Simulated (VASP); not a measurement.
# Sn (Fd-3m) in VASP: further runs

Sn is run at these levels: PBE; tasks: single point.

All numbers are computed with VASP 6.6.1; they aren't measurements. Logs are shortened: lines on timing, memory, paths and dates and some standing lists are left out, and cuts for length are marked.

## (1) The cell of the first run

It takes space group Fd-3m (No. 227, cubic). The conventional cell has a = 6.467 Å, b = 6.467 Å, c = 6.467 Å, α = 90.00°, β = 90.00°, γ = 90.00°. Within 3.7 Å of Sn (site symmetry -43m) lie 4 Sn at 2.80 Å.

## (2) Single point, PBE

INCAR reads:

```
SYSTEM = Sn
PREC = Accurate
ENCUT = 520
EDIFF = 1E-6
ISMEAR = 0
SIGMA = 0.05
LREAL = .False.
LASPH = .True.
NELM = 80
ALGO = Fast
ISIF = 2
LWAVE = .False.
LCHARG = .True.
GGA = PE
LELF = .True.
LVHAR = .True.
NBANDS = 21
```

KPOINTS reads:

```
Automatic mesh
0
Gamma
  12 12 12
  0 0 0
```

POSCAR reads:

```
Sn
1.0
    0.0000000000      3.2333428000      3.2333428000
    3.2333428000      0.0000000000      3.2333428000
    3.2333428000      3.2333428000      0.0000000000
Sn
2
Direct
    0.0000000000      0.0000000000      0.0000000000
    0.2500000000      0.2500000000      0.2500000000
```

Potentials or basis: VASP PAW PBE potentials, release 64 (Sn_d).

Started as:

```
> cat potpaw_PBE.64/Sn_d/POTCAR > POTCAR
> mpirun -np 1 vasp_std > vasp.out
```

OUTCAR:

```text
SYSTEM = Sn
   PREC = Accurate
   ENCUT = 520
   EDIFF = 1E-6
   ISMEAR = 0
   LREAL = .False.
   LASPH = .True.
   NELM = 80
   ISIF = 2
   GGA = PE

 ion  position               nearest neighbor table
   1  0.000  0.000  0.000-   2 2.80   2 2.80   2 2.80   2 2.80
   2  0.250  0.250  0.250-   1 2.80   1 2.80   1 2.80   1 2.80

  LATTYP: Found a face centered cubic cell.
 ALAT       =     6.4666856000

  Lattice vectors:

 A1 = (   0.0000000000,   3.2333428000,   3.2333428000)
 A2 = (   3.2333428000,   0.0000000000,   3.2333428000)
 A3 = (   3.2333428000,   3.2333428000,   0.0000000000)

Analysis of symmetry for initial positions (statically):
=====================================================================
 Subroutine PRICEL returns:
 Original cell was already a primitive cell.

 Routine SETGRP: Setting up the symmetry group for a
 face centered cubic supercell.

 Subroutine GETGRP returns: Found 48 space group operations
 (whereof 24 operations were pure point group operations)
 out of a pool of 48 trial point group operations.

The static configuration has the point symmetry T_d .
 The point group associated with its full space group is O_h .

Analysis of symmetry for dynamics (positions and initial velocities):
=====================================================================
 Subroutine PRICEL returns:
 Original cell was already a primitive cell.

 Routine SETGRP: Setting up the symmetry group for a
 face centered cubic supercell.

 Subroutine GETGRP returns: Found 48 space group operations
 (whereof 24 operations were pure point group operations)
 out of a pool of 48 trial point group operations.

The dynamic configuration has the point symmetry T_d .
 The point group associated with its full space group is O_h .

 Subroutine INISYM returns: Found 48 space group operations
 (whereof 24 operations are pure point group operations),
 and found     1 'primitive' translations

----------------------------------------------------------------------------------------

                                     Primitive cell

  volume of cell :      67.6060

  direct lattice vectors                    reciprocal lattice vectors
     0.000000000  3.233342800  3.233342800    -0.154638723  0.154638723  0.154638723
     3.233342800  0.000000000  3.233342800     0.154638723 -0.154638723  0.154638723
     3.233342800  3.233342800  0.000000000     0.154638723  0.154638723 -0.154638723

  length of vectors
     4.572637240  4.572637240  4.572637240     0.267842124  0.267842124  0.267842124

  position of ions in fractional coordinates (direct lattice)
     0.000000000  0.000000000  0.000000000
     0.250000000  0.250000000  0.250000000

  ion indices of the primitive-cell ions
   primitive index   ion index
                 1           1
                 2           2

----------------------------------------------------------------------------------------

 KPOINTS: Automatic mesh

Automatic generation of k-mesh.
 Grid dimensions read from file:
 generate k-points for:   12   12   12

 Generating k-lattice:

  Cartesian coordinates                     Fractional coordinates (reciprocal lattice)
    -0.012886560  0.012886560  0.012886560     0.083333333  0.000000000  0.000000000
     0.012886560 -0.012886560  0.012886560     0.000000000  0.083333333  0.000000000
     0.012886560  0.012886560 -0.012886560     0.000000000  0.000000000  0.083333333

  Length of vectors
     0.022320177  0.022320177  0.022320177

  Shift w.r.t. Gamma in fractional coordinates (k-lattice)
     0.000000000  0.000000000  0.000000000

 Subroutine IBZKPT returns following result:
 ===========================================

 Found     72 irreducible k-points:

 Following reciprocal coordinates:
            Coordinates               Weight
  0.000000  0.000000  0.000000      1.000000
  0.083333  0.000000  0.000000      8.000000
  0.166667  0.000000  0.000000      8.000000
  0.250000  0.000000  0.000000      8.000000
  0.333333  0.000000  0.000000      8.000000
  0.416667  0.000000  0.000000      8.000000
[... 16 lines left out ...]
  0.500000  0.166667  0.000000     24.000000
 -0.416667  0.166667  0.000000     24.000000
 [... further k-points ...]
   k-points           NKPTS =     72   k-points in BZ     NKDIM =     72   number of bands    NBANDS=     21
   number of dos      NEDOS =    301   number of ions     NIONS =      2
   total plane-waves  NPLWV =  46656
   dimension x,y,z NGX =    36 NGY =   36 NGZ =   36
   dimension x,y,z NGXF=    72 NGYF=   72 NGZF=   72
   ions per type =               2
   NGX,Y,Z   is equivalent  to a cutoff of  13.09, 13.09, 13.09 a.u.
   NGXF,Y,Z  is equivalent  to a cutoff of  26.18, 26.18, 26.18 a.u.
 SYSTEM =  Sn
   PREC   = accura    normal or accurate (medium, high low for compatibility)
   ISTART =      0    job   : 0-new  1-cont  2-samecut
   ICHARG =      2    charge: 1-file 2-atom 10-const
   ISPIN  =      1    spin polarized calculation?
   LNONCOLLINEAR =      F non collinear calculations
   LSORBIT =      F    spin-orbit coupling
   LASPH  =      T    aspherical Exc in radial PAW
   ENCUT  =  520.0 eV  38.22 Ry    6.18 a.u.   8.50  8.50  8.50*2*pi/ulx,y,z
   NELM   =     80;   NELMIN=  2; NELMDL= -5     # of ELM steps
   EDIFF  = 0.1E-05   stopping-criterion for ELM
   LREAL  =      F    real-space projection
   EDIFFG = 0.1E-04   stopping-criterion for IOM
   NSW    =      0    number of steps for IOM
   IBRION =     -1    ionic relax: 0-MD 1-quasi-New 2-CG
   NFREE  =      0    steps in history (QN), initial steepest desc. (CG)
   ISIF   =      2    stress and relaxation
   ISYM   =      2    0-nonsym 1-usesym 2-fastsym
   POTIM  = 0.5000    time-step for ionic-motion
   TEBEG  =    0.0;   TEEND  =   0.0 temperature during run
   PSTRESS=    0.0 pullay stress
   NELECT =      28.0000    total number of electrons
   NUPDOWN=      -1.0000    fix difference up-down
   EMIN   =  10.00;   EMAX   =-10.00  energy-range for DOS
   EFERMI =   0.00;   METHOD = LEGACY
   ISMEAR =     0;   SIGMA  =   0.05  broadening in eV -4-tet -1-fermi 0-gaus
   EFERMI_NEDOS =   21; number of points for ismear=-14 and -15
   IALGO  =     68    algorithm
   IMIX   =      4    mixing-type and parameters
     AMIX     =   0.40;   BMIX     =  1.00
     AMIX_MAG =   1.60;   BMIX_MAG =  1.00
  volume/ion in A,a.u.               =      33.80       228.11
  Fermi-wavevector in a.u.,A,eV,Ry     =   1.220298  2.306028 20.260793  1.489126
  Thomas-Fermi vector in A             =   2.355520
   LORBIT       =      0    0 simple, 1 ext, 2 COOP (PROOUT), +10 PAW based schemes
   GGA     = PE    functional components
   LHFCALC =     F    Hartree Fock is set to
   AEXX    =    0.0000 exact exchange contribution
   IVDW    =     0    specifies the selected vdW correction
   LEPSILON=     F    determine dielectric tensor
   LRPA    =     F    only Hartree local field effects (RPA)
 non-spin polarized calculation
 RMM-DIIS sequential band-by-band and
 Gauss-broadening in eV      SIGMA  =   0.05
  energy-cutoff  :      520.00
  volume of cell :       67.61
 maximum number of plane-waves:      1853
 NGX is ok and might be reduce to    36
   NGX = 17   NGY = 17   NGZ = 17

 number of electron      28.0000008 magnetization

 Free energy of the ion-electron system (eV)
  ---------------------------------------------------
  ext. energy  EPLUGINS =         0.00000000
  ---------------------------------------------------
  free energy    TOTEN  =        -7.62678245 eV

  energy without entropy =       -7.62659944  energy(sigma->0) =       -7.62669094

 E-fermi :   5.7659     XC(G=0):  -8.9218

 val. band max:        5.6971623322   @ k =   0.0833   0.0000   0.0000
 cond. band min:       5.7694693607   @ k =   0.5000   0.0000   0.0000
 fundamental gap:      0.0723070285
 Fermi energy:         5.7659460191

 k-point     1 :       0.0000    0.0000    0.0000
  band No.  band energies     occupation
      1     -15.9512      2.00000
      2     -15.9512      2.00000
      3     -15.9512      2.00000
      4     -15.8900      2.00000
      5     -15.8900      2.00000
      6     -15.5723      2.00000
[... 13 lines left out ...]
     20      13.7429      0.00000
     21      13.7462      0.00000

 k-point     2 :       0.0833    0.0000    0.0000
  band No.  band energies     occupation
      1     -15.9569      2.00000
      2     -15.9569      2.00000
      3     -15.9494      2.00000
      4     -15.8822      2.00000
      5     -15.8822      2.00000
      6     -15.5859      2.00000
[... 13 lines left out ...]
     20      13.1266      0.00000
     21      13.1266      0.00000

 k-point     3 :       0.1667    0.0000    0.0000
  band No.  band energies     occupation
      1     -15.9678      2.00000
      2     -15.9678      2.00000
      3     -15.9446      2.00000
      4     -15.8657      2.00000
      5     -15.8657      2.00000
      6     -15.6027      2.00000
[... 13 lines left out ...]
     20      12.6732      0.00000
     21      12.6732      0.00000

 k-point     4 :       0.2500    0.0000    0.0000
  band No.  band energies     occupation
      1     -15.9775      2.00000
      2     -15.9775      2.00000
      3     -15.9379      2.00000
      4     -15.8492      2.00000
      5     -15.8492      2.00000
      6     -15.6169      2.00000
[... 13 lines left out ...]
     20      12.6444      0.00000
     21      12.6444      0.00000

 k-point     5 :       0.3333    0.0000    0.0000
  band No.  band energies     occupation
      1     -15.9839      2.00000
      2     -15.9839      2.00000
      3     -15.9310      2.00000
      4     -15.8368      2.00000
      5     -15.8368      2.00000
      6     -15.6266      2.00000
[... 13 lines left out ...]
     20      13.1030      0.00000
     21      13.1030      0.00000
[... 382 lines left out ...]
     20      13.4735      0.00000
     21      14.1157      0.00000

 k-point    22 :       0.4167    0.1667    0.0000
  band No.  band energies     occupation
      1     -16.0056      2.00000
      2     -15.9886      2.00000
      3     -15.9134      2.00000
      4     -15.8222      2.00000
      5     -15.7930      2.00000
      6     -15.6936      2.00000
[... 13 lines left out ...]
     20      14.0985      0.00000
     21      14.6906      0.00000

 k-point    23 :       0.5000    0.1667    0.0000
  band No.  band energies     occupation
      1     -16.0118      2.00000
      2     -15.9936      2.00000
      3     -15.8975      2.00000
      4     -15.8091      2.00000
      5     -15.7973      2.00000
      6     -15.6844      2.00000
[... 13 lines left out ...]
     20      14.5129      0.00000
     21      14.6985      0.00000

 k-point    24 :      -0.4167    0.1667    0.0000
  band No.  band energies     occupation
      1     -16.0125      2.00000
      2     -15.9967      2.00000
      3     -15.8897      2.00000
      4     -15.8101      2.00000
      5     -15.8000      2.00000
      6     -15.6648      2.00000
[... 13 lines left out ...]
     20      13.6251      0.00000
     21      13.8317      0.00000

 [... further k-points ...]

------------------------ aborting loop because EDIFF is reached ----------------------------------------

  FORCE on cell =-STRESS in cart. coord.  units (eV):
  Direction    XX          YY          ZZ          XY          YZ          ZX
  --------------------------------------------------------------------------------------
  -------------------------------------------------------------------------------------
  Total        1.5729731      1.5729731      1.5729731      0.0000000      0.0000000     -0.0000000
  in kB       37.2774876     37.2774876     37.2774876      0.0000000      0.0000000     -0.0000000
  external PRESSURE =      37.2774876 kB  Pullay stress =       0.0000000 kB

 VOLUME and BASIS-vectors are now :
 -----------------------------------------------------------------------------
  energy-cutoff  :      520.00
  volume of cell :       67.61
      direct lattice vectors                 reciprocal lattice vectors
     0.000000000  3.233342800  3.233342800    -0.154638723  0.154638723  0.154638723
     3.233342800  0.000000000  3.233342800     0.154638723 -0.154638723  0.154638723
     3.233342800  3.233342800  0.000000000     0.154638723  0.154638723 -0.154638723

 POSITION                                       TOTAL-FORCE (eV/Angst)
 -----------------------------------------------------------------------------------
      0.00000      0.00000      0.00000         0.000000      0.000000     -0.000000
      1.61667      1.61667      1.61667        -0.000000     -0.000000      0.000000
 -----------------------------------------------------------------------------------
    total drift:                                0.000000      0.000000      0.000000

  FREE ENERGIE OF THE ION-ELECTRON SYSTEM (eV)
  ---------------------------------------------------
  free  energy   TOTEN  =        -7.6267824485 eV

  energy  without entropy=       -7.6265994393  energy(sigma->0) =       -7.62669094
```

Run time: 91 s. Hardware: 1 thread of Intel Xeon Platinum 8375C at 2.90GHz (Ice Lake), shared host; peak memory 0.25 GiB.

Results:

```
Free energy            : -7.6268 eV
Pressure               : 3.7 GPa
Band gap on the k mesh : zero (band 14 reaches 5.84 eV, above the bottom of band 15 at 5.77 eV)
```

Levels at points of the mesh, in eV from the Fermi level:
| k point | band 10 | band 11 | band 12 | band 13 | band 14 | band 15 | band 16 | band 17 | band 18 | band 19 |
| --- | --- | --- | --- | --- | --- | --- | --- | --- | --- | --- |
| (0.00, 0.00, 0.00) | -21.33 | -10.69 | -0.57 | 0.08 | 0.08 | 0.08 | 2.15 | 2.15 | 2.15 | 5.02 |
| (0.50, 0.00, 0.00) | -21.28 | -9.04 | -6.35 | -1.15 | -1.15 | 0.00 | 3.23 | 3.23 | 5.63 | 8.56 |
| (0.50, 0.50, 0.00) | -21.26 | -7.56 | -7.56 | -2.51 | -2.51 | 0.80 | 0.80 | 7.78 | 7.78 | 9.39 |

Caveat: spin-orbit coupling is left out, which moves the levels of the heavy elements.

## (3) Single point, PBE

This run uses another cell than the first one, of 34.65 Å³/atom, 1.025 times its volume.

INCAR reads:

```
PREC     = Accurate       # precision mode
ENCUT    = 520            # plane-wave cutoff, eV
EDIFF    = 1E-6           # SCF threshold, eV
ISMEAR   = 0              # smearing method
SIGMA    = 0.05           # smearing width, eV
LREAL    = F              # projectors in reciprocal space
LASPH    = T              # aspherical terms in the spheres
NELM     = 100            # most SCF steps
ALGO     = Normal         # electronic algorithm
ISIF     = 2              # what is computed and relaxed
LWAVE    = F              # write WAVECAR
LCHARG   = T              # write CHGCAR
GGA      = PE             # functional
LELF     = T              # ELF
LVHAR    = T            
NBANDS   = 21             # bands
```

KPOINTS reads:

```
Automatic mesh
0
Gamma
  12 12 12
```

POSCAR reads:

```
Sn
1.0
    0.0000000000      3.2602818591      3.2602818591
    3.2602818591      0.0000000000      3.2602818591
    3.2602818591      3.2602818591      0.0000000000
Sn
2
Direct
    0.0000000000      0.0000000000      0.0000000000
    0.2500000000      0.2500000000      0.2500000000
```

Potentials or basis: VASP PAW PBE potentials, release 64 (Sn_d).

Started as:

```
> cat potpaw_PBE.64/Sn_d/POTCAR > POTCAR
> mpirun -np 1 vasp_std > vasp.out
```

It took 67 s on 1 thread of Intel Xeon Platinum 8375C at 2.90GHz (Ice Lake), shared host; peak memory 0.24 GiB.

The run converged. Its results:

| Item | Value |
| --- | --- |
| Free energy | -7.6601 eV |
| Pressure | 2.5 GPa |
| Band gap on the k mesh | zero (band 14 reaches 5.58 eV, above the bottom of band 15 at 5.46 eV) |

Levels at points of the mesh, in eV from the Fermi level:
| k point | band 10 | band 11 | band 12 | band 13 | band 14 | band 15 | band 16 | band 17 | band 18 | band 19 |
| --- | --- | --- | --- | --- | --- | --- | --- | --- | --- | --- |
| (0.00, 0.00, 0.00) | -21.28 | -10.50 | -0.72 | 0.10 | 0.10 | 0.10 | 2.17 | 2.17 | 2.17 | 5.02 |
| (0.50, 0.00, 0.00) | -21.24 | -8.90 | -6.23 | -1.08 | -1.08 | -0.02 | 3.24 | 3.24 | 5.67 | 8.47 |
| (0.50, 0.50, 0.00) | -21.22 | -7.45 | -7.45 | -2.40 | -2.40 | 0.85 | 0.85 | 7.65 | 7.65 | 9.22 |

Caveat: spin-orbit coupling is left out, which moves the levels of the heavy elements.

(Part 1 of 2 ends here.)
